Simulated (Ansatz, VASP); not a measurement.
## One calculation of W, two programs

```
W
1.0
    -0.14899    1.98648    2.06097
     1.83749    0.00000    1.91199
     1.98648    1.98648   -0.14899
W
1
Direct
  0.00000 0.00000 0.00000
```

Change from the starting cell: engineering shear strain xz -0.1500, normal strain along z +0.0375.

Alike in both runs: task single point; functional LDA; k mesh 20 × 20 × 20; occupations gaussian, width 0.15 eV; no spin polarisation.

|  | VASP | Ansatz |
| --- | --- | --- |
| version | VASP 6.6.1 | Ansatz 0.2.0 |
| potentials or method | VASP PAW LDA potentials, release 64 (W_sv), cutoff 520 eV | scalar-relativistic, plane waves, PAW |
| valence electrons in the cell | 14 | 14 |

```tsv
	VASP	Ansatz	Ansatz less VASP
gap on the k mesh at the Fermi level (eV)	none	none	-
pressure (GPa)	-4.4	-6.1	-1.66
traceless stress, the component that is largest in VASP (GPa)	3.62	3.31	-0.314
```

Ansatz warns that its potentials were made for another functional, while VASP's fit it. LDA's correlation is that of Perdew and Zunger in VASP and of Perdew and Wang (1992) in Ansatz. A gap of «none» marks a metal or a gap that the smearing closes.

Neither program's run includes spin-orbit coupling.
